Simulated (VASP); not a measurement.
# Hf3Ta2O (P6/mmm) in VASP: further runs

The runs below take Hf3Ta2O through single point, with PBE.

Everything below comes from runs of VASP 6.6.1. Logs are shortened: lines on timing, memory, paths and dates and some standing lists are left out, and cuts for length are marked.

## 1. The cell of the first run

It takes space group P6/mmm (No. 191, hexagonal). Conventional cell: a = 4.096 Å, b = 4.096 Å, c = 7.550 Å, α = 90.00°, β = 90.00°, γ = 120.00°. Within 2.3 Å of Hf (site symmetry 6mm) lie 1 O at 1.75 Å and 1 Hf at 2.02 Å. Hf (site symmetry 6/mmm) has 2 Hf at 2.02 Å and 6 Ta at 2.36 Å within 2.7 Å. Within 3.2 Å of Ta (site symmetry -6m2) lie 9 Hf at 2.36 to 3.11 Å and 3 Ta at 2.36 Å. Within 2.3 Å of O (site symmetry 6/mmm) lie 2 Hf at 1.75 Å.

The cell was built from a structure type or drawn by symmetry, and may not be a known phase.

## 2. Single point, PBE

Contents of INCAR:

```
SYSTEM = Hf3Ta2O
  PREC = Accurate
  ENCUT = 520
  EDIFF = 1E-7
  ISMEAR = 0
  SIGMA = 0.1
  LREAL = .False.
  LASPH = .True.
  NELM = 80
  ALGO = Normal
  ISIF = 2
  LWAVE = .False.
  LCHARG = .False.
  GGA = PE
  NBANDS = 38
```

Contents of KPOINTS:

```
regular mesh
0
Gamma
  6 6 2
  0 0 0
```

Contents of POSCAR:

```
Hf3Ta2O
1.0
    4.0956048100      0.0000000000      0.0000000000
   -2.0478024000      3.5468978100      0.0000000000
    0.0000000000      0.0000000000      7.5504896200
Hf Ta O
3 2 1
Direct
    0.0000000000      0.0000000000      0.7681613800
    0.0000000000      0.0000000000      0.2318386200
    0.0000000000      0.0000000000      0.5000000000
    0.3333333300      0.6666666700      0.5000000000
    0.6666666700      0.3333333300      0.5000000000
    0.0000000000      0.0000000000      0.0000000000
```

Potentials or basis: VASP PAW PBE potentials, release 64 (Hf_pv, Ta_pv, O).

Started as:

```
> cat potpaw_PBE.64/Hf_pv/POTCAR potpaw_PBE.64/Ta_pv/POTCAR potpaw_PBE.64/O/POTCAR > POTCAR
> mpirun -np 1 vasp_std > vasp.out
```

OUTCAR:

```text
SYSTEM = Hf3Ta2O
   PREC = Accurate
   ENCUT = 520
   EDIFF = 1E-7
   ISMEAR = 0
   LREAL = .False.
   LASPH = .True.
   NELM = 80
   ISIF = 2
   GGA = PE

 ion  position               nearest neighbor table
   1  0.000  0.000  0.768-   6 1.75   3 2.02   5 3.11   4 3.11   4 3.11   5 3.11   5 3.11   4 3.11
                             2 3.50
   2  0.000  0.000  0.232-   6 1.75   3 2.02   5 3.11   4 3.11   4 3.11   5 3.11   5 3.11   4 3.11
                             1 3.50
   3  0.000  0.000  0.500-   1 2.02   2 2.02   4 2.36   5 2.36   4 2.36   5 2.36   5 2.36   4 2.36

   4  0.333  0.667  0.500-   3 2.36   5 2.36   5 2.36   3 2.36   3 2.36   5 2.36   1 3.11   2 3.11
                             1 3.11   2 3.11   1 3.11   2 3.11
   5  0.667  0.333  0.500-   3 2.36   4 2.36   4 2.36   3 2.36   3 2.36   4 2.36   1 3.11   2 3.11
                             2 3.11   1 3.11   2 3.11   1 3.11
   6  0.000  0.000  0.000-   1 1.75   2 1.75

  LATTYP: Found a hexagonal cell.
 ALAT       =     4.0956048100
 C/A-ratio  =     1.8435591250

  Lattice vectors:

 A1 = (   4.0956048100,   0.0000000000,   0.0000000000)
 A2 = (  -2.0478024000,   3.5468978100,   0.0000000000)
 A3 = (   0.0000000000,   0.0000000000,   7.5504896200)

Analysis of symmetry for initial positions (statically):
=====================================================================
 Subroutine PRICEL returns:
 Original cell was already a primitive cell.

 Routine SETGRP: Setting up the symmetry group for a
 hexagonal supercell.

 Subroutine GETGRP returns: Found 24 space group operations
 (whereof 24 operations were pure point group operations)
 out of a pool of 24 trial point group operations.

The static configuration has the point symmetry D_6h.

Analysis of symmetry for dynamics (positions and initial velocities):
=====================================================================
 Subroutine PRICEL returns:
 Original cell was already a primitive cell.

 Routine SETGRP: Setting up the symmetry group for a
 hexagonal supercell.

 Subroutine GETGRP returns: Found 24 space group operations
 (whereof 24 operations were pure point group operations)
 out of a pool of 24 trial point group operations.

The dynamic configuration has the point symmetry D_6h.

 Subroutine INISYM returns: Found 24 space group operations
 (whereof 24 operations are pure point group operations),
 and found     1 'primitive' translations

----------------------------------------------------------------------------------------

                                     Primitive cell

  volume of cell :     109.6836

  direct lattice vectors                    reciprocal lattice vectors
     4.095604810  0.000000000  0.000000000     0.244164182  0.140968256  0.000000000
    -2.047802400  3.546897810  0.000000000     0.000000000  0.281936513  0.000000000
     0.000000000  0.000000000  7.550489620     0.000000000  0.000000000  0.132441742

  length of vectors
     4.095604810  4.095604808  7.550489620     0.281936513  0.281936513  0.132441742

  position of ions in fractional coordinates (direct lattice)
     0.000000000  0.000000000  0.768161380
     0.000000000  0.000000000  0.231838620
     0.000000000  0.000000000  0.500000000
     0.333333330  0.666666670  0.500000000
     0.666666670  0.333333330  0.500000000
     0.000000000  0.000000000  0.000000000

  ion indices of the primitive-cell ions
   primitive index   ion index
                 1           1
                 2           2
                 3           3
                 4           4
                 5           5
                 6           6

----------------------------------------------------------------------------------------

 KPOINTS: regular mesh

Automatic generation of k-mesh.
 Grid dimensions read from file:
 generate k-points for:    6    6    2

 Generating k-lattice:

  Cartesian coordinates                     Fractional coordinates (reciprocal lattice)
     0.040694030  0.023494709  0.000000000     0.166666667  0.000000000  0.000000000
     0.000000000  0.046989419  0.000000000     0.000000000  0.166666667  0.000000000
     0.000000000  0.000000000  0.066220871     0.000000000  0.000000000  0.500000000

  Length of vectors
     0.046989419  0.046989419  0.066220871

  Shift w.r.t. Gamma in fractional coordinates (k-lattice)
     0.000000000  0.000000000  0.000000000

 Subroutine IBZKPT returns following result:
 ===========================================

 Found     14 irreducible k-points:

 Following reciprocal coordinates:
            Coordinates               Weight
  0.000000  0.000000  0.000000      1.000000
  0.166667  0.000000  0.000000      6.000000
  0.333333  0.000000  0.000000      6.000000
  0.500000  0.000000  0.000000      3.000000
  0.166667  0.166667  0.000000      6.000000
  0.333333  0.166667  0.000000     12.000000
  0.333333  0.333333  0.000000      2.000000
  0.000000  0.000000  0.500000      1.000000
  0.166667  0.000000  0.500000      6.000000
  0.333333  0.000000  0.500000      6.000000
  0.500000  0.000000  0.500000      3.000000
  0.166667  0.166667  0.500000      6.000000
  0.333333  0.166667  0.500000     12.000000
  0.333333  0.333333  0.500000      2.000000
   k-points           NKPTS =     14   k-points in BZ     NKDIM =     14   number of bands    NBANDS=     38
   number of dos      NEDOS =    301   number of ions     NIONS =      6
   total plane-waves  NPLWV =  50400
   dimension x,y,z NGX =    30 NGY =   30 NGZ =   56
   dimension x,y,z NGXF=    60 NGYF=   60 NGZF=  112
   ions per type =               3   2   1
   NGX,Y,Z   is equivalent  to a cutoff of  12.18, 12.18, 12.33 a.u.
   NGXF,Y,Z  is equivalent  to a cutoff of  24.35, 24.35, 24.66 a.u.
 SYSTEM =  Hf3Ta2O
   PREC   = accura    normal or accurate (medium, high low for compatibility)
   ISTART =      0    job   : 0-new  1-cont  2-samecut
   ICHARG =      2    charge: 1-file 2-atom 10-const
   ISPIN  =      1    spin polarized calculation?
   LNONCOLLINEAR =      F non collinear calculations
   LSORBIT =      F    spin-orbit coupling
   LASPH  =      T    aspherical Exc in radial PAW
   ENCUT  =  520.0 eV  38.22 Ry    6.18 a.u.   7.62  7.62 14.04*2*pi/ulx,y,z
   NELM   =     80;   NELMIN=  2; NELMDL= -5     # of ELM steps
   EDIFF  = 0.1E-06   stopping-criterion for ELM
   LREAL  =      F    real-space projection
   EDIFFG = 0.1E-05   stopping-criterion for IOM
   NSW    =      0    number of steps for IOM
   IBRION =     -1    ionic relax: 0-MD 1-quasi-New 2-CG
   NFREE  =      0    steps in history (QN), initial steepest desc. (CG)
   ISIF   =      2    stress and relaxation
   ISYM   =      2    0-nonsym 1-usesym 2-fastsym
   POTIM  = 0.5000    time-step for ionic-motion
   TEBEG  =    0.0;   TEEND  =   0.0 temperature during run
   PSTRESS=    0.0 pullay stress
   NELECT =      58.0000    total number of electrons
   NUPDOWN=      -1.0000    fix difference up-down
   EMIN   =  10.00;   EMAX   =-10.00  energy-range for DOS
   EFERMI =   0.00;   METHOD = LEGACY
   ISMEAR =     0;   SIGMA  =   0.10  broadening in eV -4-tet -1-fermi 0-gaus
   EFERMI_NEDOS =   21; number of points for ismear=-14 and -15
   IALGO  =     38    algorithm
   IMIX   =      4    mixing-type and parameters
     AMIX     =   0.40;   BMIX     =  1.00
     AMIX_MAG =   1.60;   BMIX_MAG =  1.00
  volume/ion in A,a.u.               =      18.28       123.36
  Fermi-wavevector in a.u.,A,eV,Ry     =   1.323844  2.501703 23.845074  1.752564
  Thomas-Fermi vector in A             =   2.453422
   LORBIT       =      0    0 simple, 1 ext, 2 COOP (PROOUT), +10 PAW based schemes
   GGA     = PE    functional components
   LHFCALC =     F    Hartree Fock is set to
   AEXX    =    0.0000 exact exchange contribution
   IVDW    =     0    specifies the selected vdW correction
   LEPSILON=     F    determine dielectric tensor
   LRPA    =     F    only Hartree local field effects (RPA)
 non-spin polarized calculation
 Gauss-broadening in eV      SIGMA  =   0.10
  energy-cutoff  :      520.00
  volume of cell :      109.68
 maximum number of plane-waves:      2992
   NGX = 15   NGY = 15   NGZ = 29

 number of electron      58.0000004 magnetization

 Free energy of the ion-electron system (eV)
  ---------------------------------------------------
  ext. energy  EPLUGINS =         0.00000000
  ---------------------------------------------------
  free energy    TOTEN  =       -40.19412742 eV

  energy without entropy =      -40.17657096  energy(sigma->0) =      -40.18534919

 E-fermi :   5.1639     XC(G=0): -10.9193

 val. band max:        5.1498165418   @ k =   0.3333   0.0000   0.5000
 cond. band min:       5.2639149479   @ k =   0.3333   0.3333   0.5000
 fundamental gap:      0.1140984062
 Fermi energy:         5.1638745115

 k-point     1 :       0.0000    0.0000    0.0000
  band No.  band energies     occupation
      1     -30.9007      2.00000
      2     -30.5383      2.00000
      3     -30.5383      2.00000
      4     -29.1489      2.00000
      5     -29.1489      2.00000
      6     -28.8549      2.00000
[... 30 lines left out ...]
     37       8.1194      0.00000
     38       8.3080      0.00000

 k-point     2 :       0.1667    0.0000    0.0000
  band No.  band energies     occupation
      1     -30.8724      2.00000
      2     -30.8469      2.00000
      3     -30.6408      2.00000
      4     -28.8470      2.00000
      5     -28.7182      2.00000
      6     -28.6606      2.00000
[... 30 lines left out ...]
     37       8.2581      0.00000
     38       8.3115      0.00000

 k-point     3 :       0.3333    0.0000    0.0000
  band No.  band energies     occupation
      1     -31.2417      2.00000
      2     -30.8152      2.00000
      3     -30.3995      2.00000
      4     -28.8072      2.00000
      5     -28.4065      2.00000
      6     -28.3504      2.00000
[... 30 lines left out ...]
     37       8.2750      0.00000
[... 371 lines left out ...]
 k-point    13 :       0.3333    0.1667    0.5000
  band No.  band energies     occupation
      1     -31.1185      2.00000
      2     -30.9220      2.00000
      3     -30.2721      2.00000
      4     -29.0116      2.00000
      5     -28.7469      2.00000
      6     -28.4587      2.00000
[... 30 lines left out ...]
     37       8.7896      0.00000
     38       8.7969      0.00000

 k-point    14 :       0.3333    0.3333    0.5000
  band No.  band energies     occupation
      1     -30.9101      2.00000
      2     -30.7985      2.00000
      3     -29.9491      2.00000
      4     -29.9491      2.00000
      5     -28.6134      2.00000
      6     -28.6134      2.00000
[... 30 lines left out ...]
     37       9.1767      0.00000
     38       9.1767      0.00000

------------------------ aborting loop because EDIFF is reached ----------------------------------------

  FORCE on cell =-STRESS in cart. coord.  units (eV):
  Direction    XX          YY          ZZ          XY          YZ          ZX
  --------------------------------------------------------------------------------------
  -------------------------------------------------------------------------------------
  Total       51.3264151     51.3264151     75.7663961      0.0000001      0.0000000      0.0000000
  in kB      749.7382685    749.7382688   1106.7394153      0.0000011      0.0000000      0.0000000
  external PRESSURE =     868.7386508 kB  Pullay stress =       0.0000000 kB

 VOLUME and BASIS-vectors are now :
 -----------------------------------------------------------------------------
  energy-cutoff  :      520.00
  volume of cell :      109.68
      direct lattice vectors                 reciprocal lattice vectors
     4.095604810  0.000000000  0.000000000     0.244164182  0.140968256  0.000000000
    -2.047802400  3.546897810  0.000000000     0.000000000  0.281936513  0.000000000
     0.000000000  0.000000000  7.550489620     0.000000000  0.000000000  0.132441742

 POSITION                                       TOTAL-FORCE (eV/Angst)
 -----------------------------------------------------------------------------------
      0.00000      0.00000      5.79999         0.000000     -0.000000      5.435019
      0.00000      0.00000      1.75050         0.000000      0.000000     -5.435019
      0.00000      0.00000      3.77524         0.000000     -0.000000      0.000000
     -0.00000      2.36460      3.77524         0.000000     -0.000000      0.000000
      2.04780      1.18230      3.77524        -0.000000      0.000000      0.000000
      0.00000      0.00000      0.00000         0.000000     -0.000000      0.000000
 -----------------------------------------------------------------------------------
    total drift:                                0.000000      0.000000      0.000000

  FREE ENERGIE OF THE ION-ELECTRON SYSTEM (eV)
  ---------------------------------------------------
  free  energy   TOTEN  =       -40.1941274231 eV

  energy  without entropy=      -40.1765709562  energy(sigma->0) =      -40.18534919
```

Wall time 38 s (1 thread of Intel Xeon 6975P-C (Granite Rapids), shared host); peak memory 0.23 GiB.

What came out:

| Quantity | Value |
| --- | --- |
| Free energy | -40.1941 eV |
| Pressure | 86.9 GPa |
| Largest force | 5.435 eV/Å |
| Band gap on the k mesh | zero (bands 29 and 30 overlap by 0.84 eV) |

Forces in eV/Å, atoms in the order of the input:
```
Hf   0.000  0.000  5.435
Hf   0.000  0.000 -5.435
Hf   0.000  0.000  0.000
Ta   0.000  0.000  0.000
Ta   0.000  0.000  0.000
O    0.000  0.000  0.000
```

Caveat: the k points lie up to 0.42 Å⁻¹ apart, too coarse for converged energies and pressures of a metal; atoms lie so close that the PAW spheres overlap strongly, which falsifies energies and pressures; spin-orbit coupling is left out, which moves the levels of the heavy elements; forces of over 1 eV/Å act on the atoms, so gaps and moduli don't describe the material at rest.

## 3. Single point, PBE

This run uses another cell than the first one, of 30.21 Å³/atom.

Changes to INCAR since step 2:

```diff
@@ -8,3 +8,3 @@
   LASPH = .True.
-  NELM = 80
+  NELM = 60
   ALGO = Normal
```

Contents of KPOINTS:

```
Automatic mesh
0
Gamma
  6 6 2
  0 0 0
```

Contents of POSCAR:

```
Hf3Ta2O
1.0
    4.7829613715     -0.0000000034      0.0000000000
   -2.3914806828      4.1421660547      0.0000000000
    0.0000000000      0.0000000000      9.1489978134
Hf Ta O
3 2 1
Direct
    0.0000000000      0.0000000000      0.7874826098
    0.0000000000      0.0000000000      0.2125173902
    0.0000000000      0.0000000000      0.5000000000
    0.3333333333      0.6666666667      0.5000000000
    0.6666666667      0.3333333333      0.5000000000
    0.0000000000      0.0000000000      0.0000000000
```

Potentials or basis: VASP PAW PBE potentials, release 64 (Hf_pv, Ta_pv, O).

Started as:

```
> cat potpaw_PBE.64/Hf_pv/POTCAR potpaw_PBE.64/Ta_pv/POTCAR potpaw_PBE.64/O/POTCAR > POTCAR
> mpirun -np 1 vasp_std > vasp.out
```

It took 69 s on 1 thread of Intel Xeon 6975P-C (Granite Rapids), shared host; peak memory 0.33 GiB.

It converged, with:

| Item | Value |
| --- | --- |
| Free energy | -54.1627 eV |
| Pressure | -0.3 GPa |
| Largest force | 0.093 eV/Å |
| Band gap on the k mesh | zero (bands 29 and 30 overlap by 0.77 eV) |

Forces in eV/Å, atoms in the order of the input:
```
Hf   0.000  0.000  0.093
Hf   0.000  0.000 -0.093
Hf   0.000  0.000  0.000
Ta   0.000  0.000  0.000
Ta   0.000  0.000  0.000
O    0.000  0.000  0.000
```

Stress tensor (GPa, compression positive):
```
-0.09  0.00  0.00
 0.00 -0.09  0.00
 0.00  0.00 -0.65
```

Levels at points of the mesh, in eV from the Fermi level:
```csv
k point,band 26,band 27,band 28,band 29,band 30,band 31,band 32,band 33
"(0.00, 0.00, 0.00)",-1.09,-1.00,-0.47,-0.47,-0.47,-0.47,0.69,0.69
"(0.50, 0.00, 0.00)",-1.24,-0.80,-0.66,-0.53,-0.42,0.27,0.93,0.96
"(0.00, 0.00, 0.50)",-1.11,-0.64,-0.64,-0.44,-0.44,-0.01,0.76,0.76
"(0.50, 0.00, 0.50)",-1.25,-0.65,-0.56,-0.49,-0.04,0.33,0.34,1.11
```

Caveat: spin-orbit coupling is left out, which moves the levels of the heavy elements.
